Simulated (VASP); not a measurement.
# C (I4_1/amd) in VASP: a series of runs, part 3 of 3

VASP 6.6.1. The steps go on from the part before.

## (5) Single point, PBEsol (strain +0.080 along x and y, -0.080 along z)

File INCAR:

```
SYSTEM = C
PREC = Accurate
ENCUT = 520
EDIFF = 1E-6
ISMEAR = 0
SIGMA = 0.05
LREAL = .False.
LASPH = .True.
NELM = 60
ALGO = Normal
ISIF = 2
LWAVE = .False.
LCHARG = .True.
GGA = PS
LELF = .True.
LVHAR = .True.
NBANDS = 11
```

File KPOINTS:

```
Automatic mesh
0
Gamma
  12 12 12
  0 0 0
```

File POSCAR:

```
C
1.0
    0.0000000000      1.9190569830      1.6347522448
    1.9190569830      0.0000000000      1.6347522448
    1.9190569830      1.9190569830      0.0000000000
C
2
Direct
    0.5000000000      0.5000000000      0.5000000000
    0.7500000000      0.7500000000      0.7500000000
```

Potentials or basis: VASP PAW PBE potentials, release 64 (C).

Started as:

```
$ cat potpaw_PBE.64/C/POTCAR > POTCAR
$ mpirun -np 1 vasp_std > vasp.out
```

OUTCAR:

```text
SYSTEM = C
   PREC = Accurate
   ENCUT = 520
   EDIFF = 1E-6
   ISMEAR = 0
   LREAL = .False.
   LASPH = .True.
   NELM = 60
   ISIF = 2
   GGA = PS

 ion  position               nearest neighbor table
   1  0.500  0.500  0.500-   2 1.58   2 1.58   2 1.58   2 1.58
   2  0.750  0.750  0.750-   1 1.58   1 1.58   1 1.58   1 1.58

  LATTYP: Found a body centered tetragonal cell.
 ALAT       =     2.7139564123
 C/A-ratio  =     1.2047004420

  Lattice vectors:

 A1 = (   0.0000000000,  -1.9190569830,  -1.6347522448)
 A2 = (   0.0000000000,   1.9190569830,  -1.6347522448)
 A3 = (   1.9190569830,   0.0000000000,   1.6347522448)

Analysis of symmetry for initial positions (statically):
=====================================================================
 Subroutine PRICEL returns:
 Original cell was already a primitive cell.

 Routine SETGRP: Setting up the symmetry group for a
 body centered tetragonal supercell.

 Subroutine GETGRP returns: Found 16 space group operations
 (whereof  8 operations were pure point group operations)
 out of a pool of 16 trial point group operations.

The static configuration has the point symmetry D_2d.
 The point group associated with its full space group is D_4h.

Analysis of symmetry for dynamics (positions and initial velocities):
=====================================================================
 Subroutine PRICEL returns:
 Original cell was already a primitive cell.

 Routine SETGRP: Setting up the symmetry group for a
 body centered tetragonal supercell.

 Subroutine GETGRP returns: Found 16 space group operations
 (whereof  8 operations were pure point group operations)
 out of a pool of 16 trial point group operations.

The dynamic configuration has the point symmetry D_2d.
 The point group associated with its full space group is D_4h.

 Subroutine INISYM returns: Found 16 space group operations
 (whereof  8 operations are pure point group operations),
 and found     1 'primitive' translations
[... 120 lines left out ...]
   GGA     = PS    functional components
   LHFCALC =     F    Hartree Fock is set to
   AEXX    =    0.0000 exact exchange contribution
   IVDW    =     0    specifies the selected vdW correction
   LEPSILON=     F    determine dielectric tensor
   LRPA    =     F    only Hartree local field effects (RPA)
 non-spin polarized calculation
 Gauss-broadening in eV      SIGMA  =   0.05
  energy-cutoff  :      520.00
  volume of cell :       12.04
 maximum number of plane-waves:       338
   NGX =  9   NGY =  9   NGZ =  9

 number of electron       8.0000001 magnetization

 Free energy of the ion-electron system (eV)
  ---------------------------------------------------
  ext. energy  EPLUGINS =         0.00000000
  ---------------------------------------------------
  free energy    TOTEN  =       -18.68779487 eV

  energy without entropy =      -18.68779478  energy(sigma->0) =      -18.68779482

 E-fermi :  10.3226     XC(G=0): -13.1722

 val. band max:       10.2010557005   @ k =   0.0000   0.0000   0.0000
 cond. band min:      10.4506513624   @ k =   0.4167   0.4167   0.0000
 fundamental gap:      0.2495956620
 Fermi energy:        10.3225978163

 k-point     1 :       0.0000    0.0000    0.0000
  band No.  band energies     occupation
      1     -11.8309      2.00000
      2       8.2483      2.00000
      3       8.2483      2.00000
      4      10.2011      1.99941
      5      13.2583      0.00000
      6      15.1390      0.00000
      7      15.1390      0.00000
      8      20.6264      0.00000
      9      27.3770      0.00000
     10      30.9146      0.00000
     11      33.1118      0.00000
[... 309 lines left out ...]
 k-point    24 :      -0.4167    0.1667    0.0000
  band No.  band energies     occupation
      1      -6.1207      2.00000
      2      -2.5701      2.00000
      3       4.1978      2.00000
      4       5.1758      2.00000
      5      13.9302      0.00000
      6      18.4739      0.00000
      7      20.4029      0.00000
      8      22.2770      0.00000
      9      27.6427      0.00000
     10      31.7769      0.00000
     11      32.3423      0.00000

 [... further k-points ...]

------------------------ aborting loop because EDIFF is reached ----------------------------------------

  FORCE on cell =-STRESS in cart. coord.  units (eV):
  Direction    XX          YY          ZZ          XY          YZ          ZX
  --------------------------------------------------------------------------------------
  -------------------------------------------------------------------------------------
  Total       -4.8673386     -4.8673386      3.7612994      0.0000000      0.0000000      0.0000000
  in kB     -647.6561076   -647.6561076    500.4847021      0.0000000      0.0000000      0.0000000
  external PRESSURE =    -264.9425044 kB  Pullay stress =       0.0000000 kB

 VOLUME and BASIS-vectors are now :
 -----------------------------------------------------------------------------
  energy-cutoff  :      520.00
  volume of cell :       12.04
      direct lattice vectors                 reciprocal lattice vectors
     0.000000000  1.919056983  1.634752245    -0.260544634  0.260544634  0.305856745
     1.919056983  0.000000000  1.634752245     0.260544634 -0.260544634  0.305856745
     1.919056983  1.919056983  0.000000000     0.260544634  0.260544634 -0.305856745

 POSITION                                       TOTAL-FORCE (eV/Angst)
 -----------------------------------------------------------------------------------
      1.91906      1.91906      1.63475        -0.000000     -0.000000     -0.000000
      2.87859      2.87859      2.45213         0.000000      0.000000      0.000000
 -----------------------------------------------------------------------------------
    total drift:                                0.000000     -0.000000      0.000000

  FREE ENERGIE OF THE ION-ELECTRON SYSTEM (eV)
  ---------------------------------------------------
  free  energy   TOTEN  =       -18.6877948679 eV

  energy  without entropy=      -18.6877947771  energy(sigma->0) =      -18.68779482
```

OSZICAR:

```text
N       E                     dE             d eps       ncg     rms          rms(c)
DAV:   1     0.264677998847E-01    0.26468E-01   -0.47422E+03  3725   0.693E+02
DAV:   2    -0.188376378425E+02   -0.18864E+02   -0.18196E+02  4726   0.124E+02
DAV:   3    -0.192048277668E+02   -0.36719E+00   -0.36622E+00  4189   0.134E+01
DAV:   4    -0.192054569361E+02   -0.62917E-03   -0.62916E-03  3799   0.688E-01
DAV:   5    -0.192054576933E+02   -0.75720E-06   -0.75720E-06  4118   0.225E-02    0.505E+00
DAV:   6    -0.188223310928E+02    0.38313E+00   -0.19307E-01  3676   0.300E+00    0.297E+00
DAV:   7    -0.186874365790E+02    0.13489E+00   -0.23539E-01  3845   0.335E+00    0.581E-01
DAV:   8    -0.186877729208E+02   -0.33634E-03   -0.60148E-03  3766   0.605E-01    0.289E-02
DAV:   9    -0.186877877745E+02   -0.14854E-04   -0.14009E-05  4233   0.332E-02    0.201E-02
DAV:  10    -0.186877950335E+02   -0.72590E-05   -0.32859E-06  3877   0.157E-02    0.383E-03
DAV:  11    -0.186877948679E+02    0.16556E-06   -0.63030E-08  1931   0.214E-03
   1 F= -.18687795E+02 E0= -.18687795E+02  d E =-.907823E-07
```

stdout:

```text
POSCAR found type information on POSCAR C
 POSCAR found :  1 types and       2 ions
 scaLAPACK will be used
 -----------------------------------------------------------------------------
|                                                                             |
|                                                                             |
|     You enforced a specific xc type in the INCAR file but a different       |
|     I HOPE YOU KNOW WHAT YOU ARE DOING!                                     |
|                                                                             |
 -----------------------------------------------------------------------------

 LDA part: xc-table for (Slater+PW92), standard interpolation
 POSCAR, INCAR and KPOINTS ok, starting setup
 FFT: planning ... GRIDC
 FFT: planning ... GRID_SOFT
 FFT: planning ... GRID
 WAVECAR not read
 entering main loop
```

It took 30 s on 1 thread of Intel Xeon 8259CL, shared host; peak memory 0.13 GiB.

What came out:

| Item | Value |
| --- | --- |
| Free energy | -18.6878 eV |
| Pressure | -26.5 GPa |
| Band gap on the k mesh | 0.25 eV, indirect (least direct gap 3.06 eV) |

Caveat: the cell differs from its parent crystal (strain +0.080 along x and y, -0.080 along z); the PAW data sets were made with another functional, which shifts forces and pressure a little.

## (6) Single point, PBEsol (strain +0.080 along x and y, +0.000 along z)

File INCAR:

```
PREC = Accurate
ENCUT = 520
EDIFF = 1E-6
ISMEAR = 0
SIGMA = 0.05
LREAL = False
LASPH = True
NELM = 60
ALGO = Normal
ISIF = 2
LWAVE = False
LCHARG = True
GGA = PS
LELF = True
LVHAR = True
NBANDS = 11
```

File KPOINTS:

```
regular mesh
0
Gamma
  12 12 12
```

File POSCAR:

```
C
1.0
    0.0000000000      1.9190569830      1.7769046139
    1.9190569830      0.0000000000      1.7769046139
    1.9190569830      1.9190569830      0.0000000000
C
2
Direct
    0.5000000000      0.5000000000      0.5000000000
    0.7500000000      0.7500000000      0.7500000000
```

Potentials or basis: VASP PAW PBE potentials, release 64 (C).

Started as:

```
$ cat potpaw_PBE.64/C/POTCAR > POTCAR
$ mpirun -np 1 vasp_std > vasp.out
```

Run time: 29 s. Hardware: 1 thread of Intel Xeon 8259CL, shared host; peak memory 0.13 GiB.

Results (log left out):

| Quantity | Value |
| --- | --- |
| Free energy | -18.7991 eV |
| Pressure | -51.2 GPa |
| Band gap on the k mesh | 2.02 eV, indirect (least direct gap 3.97 eV) |

Stress tensor (GPa, compression positive):
```
-69.73   0.00   0.00
  0.00 -69.73   0.00
  0.00   0.00 -14.25
```

Levels at points of the mesh, in eV from the valence-band top:
```csv
k point,band 1,band 2,band 3,band 4,band 5,band 6,band 7,band 8
"(0.00, 0.00, 0.00)",-20.33,-0.96,-0.96,0.00,3.97,4.85,4.85,9.54
"(0.50, 0.00, 0.00)",-15.26,-12.60,-3.66,-2.53,5.55,6.89,8.11,13.55
"(0.50, 0.50, 0.00)",-11.76,-11.76,-6.80,-6.80,2.62,2.62,14.28,14.28
"(0.50, 0.00, 0.50)",-12.80,-12.80,-5.78,-5.78,4.22,4.22,13.72,13.72
```

Caveat: the cell differs from its parent crystal (strain +0.080 along x and y, +0.000 along z); the PAW data sets were made with another functional, which shifts forces and pressure a little. A k mesh can miss the band edges.

## (7) Single point, PBEsol (strain -0.040 along x and y, +0.080 along z)

File INCAR:

```
PREC     = Accurate       # precision mode
ENCUT    = 910            # plane-wave cutoff, eV
EDIFF    = 1E-6           # SCF threshold, eV
ISMEAR   = 0              # smearing method
SIGMA    = 0.05           # smearing width, eV
LREAL    = False          # projectors in reciprocal space
LASPH    = True           # aspherical terms in the spheres
NELM     = 120            # most SCF steps
ALGO     = Normal         # electronic algorithm
ISIF     = 2              # what is computed and relaxed
LWAVE    = False          # write WAVECAR
LCHARG   = False          # write CHGCAR
GGA      = PS             # functional
NBANDS   = 11             # bands
GGA_COMPAT= False
```

File KPOINTS:

```
Automatic mesh
0
Gamma
  12 12 12
```

File POSCAR:

```
C
1.0
    0.0000000000      1.7058284293      1.9190569830
    1.7058284293      0.0000000000      1.9190569830
    1.7058284293      1.7058284293      0.0000000000
C
2
Direct
    0.5000000000      0.5000000000      0.5000000000
    0.7500000000      0.7500000000      0.7500000000
```

Potentials or basis: VASP PAW PBE potentials, release 64 (C_h).

Started as:

```
$ cat potpaw_PBE.64/C_h/POTCAR > POTCAR
$ mpirun -np 1 vasp_std > vasp.out
```

It took 55 s on 1 thread of AMD EPYC 7R43 (Zen 3), shared host; peak memory 0.13 GiB.

Results (log left out):

| Quantity | Value |
| --- | --- |
| Free energy | -18.9503 eV |
| Pressure | 2.5 GPa |
| Band gap on the k mesh | 2.59 eV, indirect (least direct gap 4.56 eV) |

Stress tensor (GPa, compression positive):
```
 43.55   0.00   0.00
  0.00  43.55   0.00
  0.00   0.00 -79.55
```

Levels at points of the mesh, in eV from the valence-band top:
| k point | band 2 | band 3 | band 4 | band 5 | band 6 | band 7 |
| --- | --- | --- | --- | --- | --- | --- |
| (0.00, 0.00, 0.00) | -2.04 | 0.00 | 0.00 | 4.56 | 4.56 | 6.00 |
| (0.50, 0.00, 0.00) | -14.28 | -4.66 | -2.34 | 5.49 | 8.27 | 10.13 |
| (0.50, 0.50, 0.00) | -14.75 | -5.84 | -5.84 | 5.87 | 5.87 | 15.78 |
| (0.50, 0.00, 0.50) | -12.90 | -7.59 | -7.59 | 3.13 | 3.13 | 15.79 |

Caveat: the cell differs from its parent crystal (strain -0.040 along x and y, +0.080 along z); the cutoff is under 1.25 times the usual one of these potentials, so pressure, stress and relaxed cells hold a basis-set (Pulay) error; the PAW data sets were made with another functional, which shifts forces and pressure a little.

## (8) The runs side by side

| potentials or basis | cell | cutoff (eV) | second run | gap on the mesh (eV) | pressure (GPa) |
| --- | --- | --- | --- | --- | --- |
| VASP PAW PBE potentials, release 64 (C) | a = 2.568, b = 2.568, c = 2.412 Å, angles 62.0, 62.0, 56.0°, 2 atoms | 520 | - | 2.58 | 3.6 |
| VASP PAW PBE potentials, release 64 (C) | a = 2.467, b = 2.467, c = 2.613 Å, angles 58.0, 58.0, 64.0°, 2 atoms | 520 | - | 1.07 | 3.5 |
| VASP PAW PBE potentials, release 64 (C) | a = 2.515, b = 2.515, c = 2.613 Å, angles 58.7, 58.7, 62.6°, 2 atoms | 520 | - | 2.05 | -14.8 |
| VASP PAW PBE potentials, release 64 (C) | a = 2.521, b = 2.521, c = 2.714 Å, angles 57.4, 57.4, 65.1°, 2 atoms | 520 | - | 0.25 | -26.5 |
| VASP PAW PBE potentials, release 64 (C) | a = 2.615, b = 2.615, c = 2.714 Å, angles 58.7, 58.7, 62.5°, 2 atoms | 520 | - | 2.02 | -51.2 |
| VASP PAW PBE potentials, release 64 (C_h) | a = 2.568, b = 2.568, c = 2.412 Å, angles 62.0, 62.0, 56.0°, 2 atoms | 910 | hard_potentials | 2.59 | 2.5 |

Alike in all rows: task single point; level PBEsol; no spin polarisation; k mesh 12 × 12 × 12; smearing gaussian 0.05 eV.

Caveats: the PAW data sets were made with another functional, which shifts forces and pressure a little; the cutoff is under 1.25 times the usual one of these potentials, so pressure, stress and relaxed cells hold a basis-set (Pulay) error (some runs).

Total energies depend on the potentials used, so only differences within one code and one set of settings carry meaning.
